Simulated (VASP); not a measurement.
Set up this calculation in VASP 6.6.1, as the native input.

```
Task                   : single point
Functional             : r2SCAN
Potentials or basis    : VASP PAW PBE potentials, release 64 (B, P)
Cutoff                 : 520 eV
k mesh                 : 8 × 8 × 8
Occupations            : gaussian, width 0.01 eV
Spin                   : no spin polarisation
Dipole correction      : no
Further INCAR settings : ALGO = Normal; EDIFF = 1e-07; NBANDS = 11
```

BP:

```
B P
1.0
     0.00000    2.29078    2.29078
     2.29078    0.00000    2.29078
     2.29078    2.29078    0.00000
B P
1 1
Direct
  0.00000 0.00000 0.00000
  0.25000 0.25000 0.25000
```

This cell differs from its parent crystal: volume changed by +3%.

The input as run:

POSCAR

```
BP
1.0
    0.0000000000      2.2907755878      2.2907755878
    2.2907755878      0.0000000000      2.2907755878
    2.2907755878      2.2907755878      0.0000000000
B P
1 1
Direct
    0.0000000000      0.0000000000      0.0000000000
    0.2500000000      0.2500000000      0.2500000000
```

INCAR.step1

```
PREC     = Accurate       # precision mode
ENCUT    = 520            # plane-wave cutoff, eV
ISMEAR   = 0              # smearing method
SIGMA    = 0.01           # smearing width, eV
LREAL    = False          # projectors in reciprocal space
LASPH    = True           # aspherical terms in the spheres
NELM     = 100            # most SCF steps
NBANDS   = 11             # bands
GGA      = PE             # functional
ALGO     = Normal         # electronic algorithm
EDIFF    = 1E-4           # SCF threshold, eV
LWAVE    = True           # write WAVECAR
LCHARG   = False          # write CHGCAR
```

INCAR.step2

```
PREC     = Accurate       # precision mode
ENCUT    = 520            # plane-wave cutoff, eV
EDIFF    = 1E-7           # SCF threshold, eV
ISMEAR   = 0              # smearing method
SIGMA    = 0.01           # smearing width, eV
LREAL    = False          # projectors in reciprocal space
LASPH    = True           # aspherical terms in the spheres
NELM     = 100            # most SCF steps
ALGO     = Normal         # electronic algorithm
ISIF     = 2              # what is computed and relaxed
LWAVE    = False          # write WAVECAR
LCHARG   = False          # write CHGCAR
METAGGA  = R2SCAN         # meta-GGA
LMIXTAU  = True         
NBANDS   = 11             # bands
ISTART   = 1
```

KPOINTS

```
regular mesh
0
Gamma
  8 8 8
```

Potentials or basis: VASP PAW PBE potentials, release 64 (B, P).

The run is started by

```console
$ cat potpaw_PBE.64/B/POTCAR potpaw_PBE.64/P/POTCAR > POTCAR
$ cp INCAR.step1 INCAR
$ mpirun -np 1 vasp_std > vasp.out
$ cp INCAR.step2 INCAR
$ mpirun -np 1 vasp_std > vasp.out
```

It gave:

```yaml
Pressure: -5.2 GPa
Band_gap_on_the_k_mesh: 1.51 eV, indirect (least direct gap 3.60 eV)
```

Caveat: the PAW data sets were made with another functional, which shifts forces and pressure a little.

Run time: 82 s on 1 thread of Intel Xeon 6975P-C, on a shared host, peak memory 0.11 GiB.
